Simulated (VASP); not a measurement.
# Al2O3 (P-6m2) in VASP: further runs, part 2 of 3

VASP 6.6.1. The steps go on from the part before.

### 3 Single point, PBE+D3(BJ)

This run uses another cell than the first one, of 10.69 Å³/atom, 1.011 times its volume.

Input file INCAR:

```
SYSTEM = Al2O3
PREC     = Accurate       ! precision mode
ENCUT    = 520            ! plane-wave cutoff, eV
EDIFF    = 1E-7           ! SCF threshold, eV
ISMEAR   = 0              ! smearing method
SIGMA    = 0.05           ! smearing width, eV
LREAL    = .False.        ! projectors in reciprocal space
LASPH    = .True.         ! aspherical terms in the spheres
NELM     = 60             ! most SCF steps
ALGO     = Normal         ! electronic algorithm
ISIF     = 2              ! what is computed and relaxed
LWAVE    = .False.        ! write WAVECAR
LCHARG   = .False.        ! write CHGCAR
GGA      = PE             ! functional
IVDW     = 12             ! dispersion correction
NBANDS   = 20             ! bands
```

Input file KPOINTS:

```
Automatic mesh
0
Gamma
  9 9 4
  0 0 0
```

Input file POSCAR:

```
Al2O3
1.0
    2.9532000000      0.0000000000      0.0000000000
   -1.4766000000      2.5575462224      0.0000000000
    0.0000000000      0.0000000000      7.0774000000
Al O
2 3
Direct
    0.0000000000      0.0000000000      0.1907358529
    0.0000000000      0.0000000000      0.8092641471
    0.3333333333      0.6666666667      0.2840924954
    0.6666666667      0.3333333333      0.0000000000
    0.3333333333      0.6666666667      0.7159075046
```

Potentials or basis: VASP PAW PBE potentials, release 64 (Al, O).

Started as:

```bash
$ cat potpaw_PBE.64/Al/POTCAR potpaw_PBE.64/O/POTCAR > POTCAR
$ mpirun -np 1 vasp_std > vasp.out
```

OUTCAR:

```text
SYSTEM = Al2O3
   PREC = Accurate
   ENCUT = 520
   EDIFF = 1E-7
   ISMEAR = 0
   LREAL = .False.
   LASPH = .True.
   NELM = 60
   ISIF = 2
   GGA = PE
   IVDW = 12
 IVDW          = 12

 ion  position               nearest neighbor table
   1  0.000  0.000  0.191-   3 1.83   3 1.83   3 1.83   4 2.17   4 2.17   4 2.17   2 2.70
   2  0.000  0.000  0.809-   5 1.83   5 1.83   5 1.83   4 2.17   4 2.17   4 2.17   1 2.70
   3  0.333  0.667  0.284-   1 1.83   1 1.83   1 1.83
   4  0.667  0.333  0.000-   1 2.17   2 2.17   1 2.17   2 2.17   1 2.17   2 2.17
   5  0.333  0.667  0.716-   2 1.83   2 1.83   2 1.83

  LATTYP: Found a hexagonal cell.
 ALAT       =     2.9532000000
 C/A-ratio  =     2.3965190302

  Lattice vectors:

 A1 = (   2.9532000000,   0.0000000000,   0.0000000000)
 A2 = (  -1.4766000000,   2.5575462224,   0.0000000000)
 A3 = (   0.0000000000,   0.0000000000,   7.0774000000)

Analysis of symmetry for initial positions (statically):
=====================================================================
 Subroutine PRICEL returns:
 Original cell was already a primitive cell.
[... 178 lines left out ...]

 val. band max:        3.8470741274   @ k =   0.1111  -0.0000   0.0000
 cond. band min:       7.4989726863   @ k =   0.0000   0.0000   0.0000
 fundamental gap:      3.6518985590
 Fermi energy:         4.0804543706

 k-point     1 :       0.0000    0.0000    0.0000
  band No.  band energies     occupation
      1     -15.2282      2.00000
      2     -13.8772      2.00000
      3     -12.9008      2.00000
      4      -1.1576      2.00000
      5       1.1807      2.00000
      6       1.7740      2.00000
[... 541 lines left out ...]
     19      16.5189      0.00000
     20      17.0363      0.00000

 [... further k-points ...]

------------------------ aborting loop because EDIFF is reached ----------------------------------------

 Edisp (eV)   -0.94252

 E8    (eV) :    -0.3563

  FORCE on cell =-STRESS in cart. coord.  units (eV):
  Direction    XX          YY          ZZ          XY          YZ          ZX
  --------------------------------------------------------------------------------------
  -------------------------------------------------------------------------------------
  Total      -4.91317    -4.91317     1.78237     0.00000    -0.00000     0.00000
  in kB    -147.25915  -147.25915    53.42188     0.00000    -0.00000     0.00000
  external pressure =      -80.37 kB  Pullay stress =        0.00 kB

 VOLUME and BASIS-vectors are now :
 -----------------------------------------------------------------------------
  energy-cutoff  :      520.00
  volume of cell :       53.46
      direct lattice vectors                 reciprocal lattice vectors
     2.953200000  0.000000000  0.000000000     0.338615739  0.195499888  0.000000000
    -1.476600000  2.557546222  0.000000000     0.000000000  0.390999776  0.000000000
     0.000000000  0.000000000  7.077400000     0.000000000  0.000000000  0.141294826

 POSITION                                       TOTAL-FORCE (eV/Angst)
 -----------------------------------------------------------------------------------
      0.00000      0.00000      1.34991        -0.000000      0.000000      0.946020
      0.00000      0.00000      5.72749        -0.000000      0.000000     -0.946020
     -0.00000      1.70503      2.01064         0.000000      0.000000     -0.276984
      1.47660      0.85252      0.00000         0.000000      0.000000      0.000000
     -0.00000      1.70503      5.06676         0.000000      0.000000      0.276984
 -----------------------------------------------------------------------------------
    total drift:                               -0.000000      0.000000      0.000000

  FREE ENERGIE OF THE ION-ELECTRON SYSTEM (eV)
  ---------------------------------------------------
  free  energy   TOTEN  =       -37.1453605912 eV

  energy  without entropy=      -37.1453605912  energy(sigma->0) =      -37.14536059
```

OSZICAR:

```text
N       E                     dE             d eps       ncg     rms          rms(c)
DAV:   1     0.100249153492E+03    0.10025E+03   -0.12597E+04  1440   0.110E+03
DAV:   2    -0.341826963015E+02   -0.13443E+03   -0.13036E+03  1704   0.246E+02
DAV:   3    -0.405699680353E+02   -0.63873E+01   -0.63669E+01  1928   0.543E+01
DAV:   4    -0.406163394169E+02   -0.46371E-01   -0.46364E-01  1756   0.511E+00
DAV:   5    -0.406169715842E+02   -0.63217E-03   -0.63216E-03  1848   0.576E-01    0.126E+01
DAV:   6    -0.362029157030E+02    0.44141E+01   -0.14322E+01  1564   0.269E+01    0.437E+00
DAV:   7    -0.362077324069E+02   -0.48167E-02   -0.46322E-01  1684   0.459E+00    0.250E+00
DAV:   8    -0.361987008923E+02    0.90315E-02   -0.63323E-02  1668   0.240E+00    0.661E-01
DAV:   9    -0.362011765226E+02   -0.24756E-02   -0.13383E-02  1744   0.108E+00    0.195E-01
DAV:  10    -0.362024557913E+02   -0.12793E-02   -0.30879E-03  1636   0.392E-01    0.142E-01
DAV:  11    -0.362028021485E+02   -0.34636E-03   -0.65588E-04  1648   0.272E-01    0.285E-02
DAV:  12    -0.362028321371E+02   -0.29989E-04   -0.11180E-04  1760   0.889E-02    0.120E-02
DAV:  13    -0.362028401163E+02   -0.79792E-05   -0.37501E-05  1644   0.434E-02    0.726E-03
DAV:  14    -0.362028391559E+02    0.96031E-06   -0.20462E-06  1952   0.134E-02    0.337E-03
DAV:  15    -0.362028393832E+02   -0.22722E-06   -0.60379E-07  1656   0.610E-03    0.880E-04
DAV:  16    -0.362028393480E+02    0.35171E-07   -0.82290E-08  1548   0.218E-03
   1 F= -.37145361E+02 E0= -.37145361E+02  d E =-.217280E-12
```

stdout:

```text
POSCAR found type information on POSCAR AlO
 POSCAR found :  2 types and       5 ions
 scaLAPACK will be used
 LDA part: xc-table for (Slater+PW92), standard interpolation
 POSCAR, INCAR and KPOINTS ok, starting setup
 FFT: planning ... GRIDC
 FFT: planning ... GRID_SOFT
 FFT: planning ... GRID
 WAVECAR not read
 entering main loop
```

Wall time 28 s (1 thread of AMD EPYC 9R45 (Zen 5), shared host); peak memory 0.17 GiB.

What came out:

```yaml
Free_energy: -37.1454 eV
Pressure: -8.0 GPa
Largest_force: 0.946 eV/Å
Band_gap_on_the_k_mesh: 3.65 eV, indirect (least direct gap 3.73 eV)
Dispersion_energy_per_atom: -0.189 eV
```

Forces on the atoms (eV/Å):
```
Al   0.000  0.000  0.946
Al   0.000  0.000 -0.946
O    0.000  0.000 -0.277
O    0.000  0.000  0.000
O    0.000  0.000  0.277
```

### 4 Single point, PBE+D3(BJ)

This run uses another cell than the first one, of 10.70 Å³/atom, 1.012 times its volume.

Input file INCAR:

```
SYSTEM = Al2O3
PREC = Accurate
ENCUT = 520
EDIFF = 1E-6
ISMEAR = 0
SIGMA = 0.05
LREAL = .False.
LASPH = .True.
NELM = 60
ALGO = Normal
ISIF = 2
LWAVE = .False.
LCHARG = .False.
GGA = PE
IVDW = 12
NBANDS = 20
```

KPOINTS is that of step 3.

Changes to POSCAR since step 3:

```diff
@@ -2,5 +2,5 @@
 1.0
-    2.9532000000      0.0000000000      0.0000000000
-   -1.4766000000      2.5575462224      0.0000000000
-    0.0000000000      0.0000000000      7.0774000000
+    2.8672039189      0.0000000000      0.0000000000
+   -1.4336019595      2.4830714316      0.0000000000
+    0.0000000000      0.0000000000      7.5151000000
 Al O
```

Potentials or basis: VASP PAW PBE potentials, release 64 (Al, O).

Started as:

```bash
$ cat potpaw_PBE.64/Al/POTCAR potpaw_PBE.64/O/POTCAR > POTCAR
$ mpirun -np 1 vasp_std > vasp.out
```

OUTCAR:

```text
SYSTEM = Al2O3
   PREC = Accurate
   ENCUT = 520
   EDIFF = 1E-6
   ISMEAR = 0
   LREAL = .False.
   LASPH = .True.
   NELM = 60
   ISIF = 2
   GGA = PE
   IVDW = 12
 IVDW          = 12

 ion  position               nearest neighbor table
   1  0.000  0.000  0.191-   3 1.80   3 1.80   3 1.80   4 2.19   4 2.19   4 2.19   2 2.87
   2  0.000  0.000  0.809-   5 1.80   5 1.80   5 1.80   4 2.19   4 2.19   4 2.19   1 2.87
   3  0.333  0.667  0.284-   1 1.80   1 1.80   1 1.80
[... 762 lines left out ...]
  Direction    XX          YY          ZZ          XY          YZ          ZX
  --------------------------------------------------------------------------------------
  -------------------------------------------------------------------------------------
  Total      -0.35877    -0.35877    -2.75294     0.00000     0.00000    -0.00000
  in kB     -10.74332   -10.74332   -82.43748     0.00000     0.00000    -0.00000
  external pressure =      -34.64 kB  Pullay stress =        0.00 kB

 VOLUME and BASIS-vectors are now :
 -----------------------------------------------------------------------------
  energy-cutoff  :      520.00
  volume of cell :       53.50
      direct lattice vectors                 reciprocal lattice vectors
     2.867203919  0.000000000  0.000000000     0.348771845  0.201363518  0.000000000
    -1.433601960  2.483071432  0.000000000     0.000000000  0.402727037  0.000000000
     0.000000000  0.000000000  7.515100000     0.000000000  0.000000000  0.133065428

 POSITION                                       TOTAL-FORCE (eV/Angst)
 -----------------------------------------------------------------------------------
      0.00000      0.00000      1.43340        -0.000000     -0.000000     -0.266654
      0.00000      0.00000      6.08170        -0.000000      0.000000      0.266654
     -0.00000      1.65538      2.13498         0.000000     -0.000000     -0.403388
      1.43360      0.82769      0.00000        -0.000000     -0.000000      0.000000
     -0.00000      1.65538      5.38012         0.000000      0.000000      0.403388
 -----------------------------------------------------------------------------------
    total drift:                                0.000000     -0.000000      0.000000

  FREE ENERGIE OF THE ION-ELECTRON SYSTEM (eV)
  ---------------------------------------------------
  free  energy   TOTEN  =       -37.2759322555 eV

  energy  without entropy=      -37.2759322555  energy(sigma->0) =      -37.27593226
```

OSZICAR:

```text
N       E                     dE             d eps       ncg     rms          rms(c)
DAV:   1     0.991748594652E+02    0.99175E+02   -0.12543E+04  1440   0.110E+03
DAV:   2    -0.345563996476E+02   -0.13373E+03   -0.13040E+03  1704   0.247E+02
DAV:   3    -0.406538897770E+02   -0.60975E+01   -0.60778E+01  1952   0.537E+01
DAV:   4    -0.406996057927E+02   -0.45716E-01   -0.45708E-01  1768   0.507E+00
DAV:   5    -0.407002622761E+02   -0.65648E-03   -0.65648E-03  1856   0.593E-01    0.126E+01
DAV:   6    -0.363382129896E+02    0.43620E+01   -0.13820E+01  1572   0.267E+01    0.455E+00
DAV:   7    -0.363388658153E+02   -0.65283E-03   -0.44792E-01  1664   0.451E+00    0.248E+00
DAV:   8    -0.363280030230E+02    0.10863E-01   -0.47136E-02  1724   0.210E+00    0.808E-01
DAV:   9    -0.363308898804E+02   -0.28869E-02   -0.13921E-02  1680   0.111E+00    0.184E-01
DAV:  10    -0.363319688526E+02   -0.10790E-02   -0.27601E-03  1696   0.373E-01    0.137E-01
DAV:  11    -0.363322681508E+02   -0.29930E-03   -0.54756E-04  1608   0.263E-01    0.305E-02
DAV:  12    -0.363323002443E+02   -0.32093E-04   -0.11176E-04  1716   0.863E-02    0.137E-02
DAV:  13    -0.363323057555E+02   -0.55112E-05   -0.41915E-05  1664   0.479E-02    0.802E-03
DAV:  14    -0.363323046933E+02    0.10622E-05   -0.27454E-06  1656   0.170E-02    0.332E-03
DAV:  15    -0.363323049033E+02   -0.20995E-06   -0.85537E-07  1348   0.726E-03
   1 F= -.37275932E+02 E0= -.37275932E+02  d E =-.358056E-18
```

It took 26 s on 1 thread of AMD EPYC 9R45 (Zen 5), shared host; peak memory 0.16 GiB.

Results:

- Free energy: -37.2759 eV
- Pressure: -3.5 GPa
- Largest force: 0.403 eV/Å
- Band gap on the k mesh: 4.58 eV, indirect (least direct gap 4.70 eV)
- Dispersion energy per atom: -0.189 eV

Forces in eV/Å, atoms in the order of the input:
```
Al   0.000  0.000 -0.267
Al   0.000  0.000  0.267
O    0.000  0.000 -0.403
O    0.000  0.000  0.000
O    0.000  0.000  0.403
```

Stress tensor (GPa, compression positive):
```
-1.07  0.00  0.00
 0.00 -1.07  0.00
 0.00  0.00 -8.24
```

Levels at points of the mesh, in eV from the valence-band top:
| k point | band 8 | band 9 | band 10 | band 11 | band 12 | band 13 | band 14 | band 15 | band 16 | band 17 |
| --- | --- | --- | --- | --- | --- | --- | --- | --- | --- | --- |
| (0.00, 0.00, 0.00) | -1.28 | -1.28 | -0.48 | -0.48 | -0.12 | 4.58 | 7.71 | 8.20 | 11.60 | 13.22 |
| (0.00, 0.00, 0.50) | -1.30 | -1.30 | -0.73 | -0.48 | -0.48 | 5.06 | 7.15 | 8.28 | 11.92 | 13.55 |

### 5 Single point, PBE+D3(BJ)

This run uses another cell than the first one, of 10.79 Å³/atom, 1.020 times its volume.

Input file INCAR:

```
PREC = Accurate
ENCUT = 520
EDIFF = 1E-7
ISMEAR = 0
SIGMA = 0.05
LREAL = False
LASPH = True
NELM = 80
ALGO = Normal
ISIF = 2
LWAVE = False
LCHARG = False
GGA = PE
IVDW = 12
NBANDS = 20
```

Input file KPOINTS:

```
regular mesh
0
Gamma
  9 9 4
```

Changes to POSCAR since step 4:

```diff
@@ -2,5 +2,5 @@
 1.0
-    2.8672039189      0.0000000000      0.0000000000
-   -1.4336019595      2.4830714316      0.0000000000
-    0.0000000000      0.0000000000      7.5151000000
+    2.8385000000      0.0000000000      0.0000000000
+   -1.4192500000      2.4582131086      0.0000000000
+    0.0000000000      0.0000000000      7.7340000000
 Al O
```

Started as:

```bash
$ cat potpaw_PBE.64/Al/POTCAR potpaw_PBE.64/O/POTCAR > POTCAR
$ mpirun -np 1 vasp_std > vasp.out
```

Run time: 28 s. Hardware: 1 thread of AMD EPYC 9R45 (Zen 5), shared host; peak memory 0.17 GiB.

Results (log left out):

* Free energy: -37.1558 eV
* Pressure: -2.5 GPa
* Largest force: 0.735 eV/Å
* Band gap on the k mesh: 4.82 eV, indirect (least direct gap 4.88 eV)
* Dispersion energy per atom: -0.187 eV

Forces on the atoms (eV/Å):
```
Al   0.000  0.000 -0.735
Al   0.000  0.000  0.735
O    0.000  0.000 -0.560
O    0.000  0.000  0.000
O    0.000  0.000  0.560
```

Stress tensor (GPa, compression positive):
```
  3.69   0.00   0.00
  0.00   3.69   0.00
  0.00   0.00 -15.00
```

Levels at points of the mesh, in eV from the valence-band top:
| k point | band 10 | band 11 | band 12 | band 13 | band 14 | band 15 |
| --- | --- | --- | --- | --- | --- | --- |
| (0.00, 0.00, 0.00) | -0.15 | -0.06 | -0.06 | 4.82 | 8.12 | 8.32 |
| (0.00, 0.00, 0.50) | -0.67 | -0.06 | -0.06 | 5.28 | 7.34 | 8.64 |

[end of part 2 of 3]
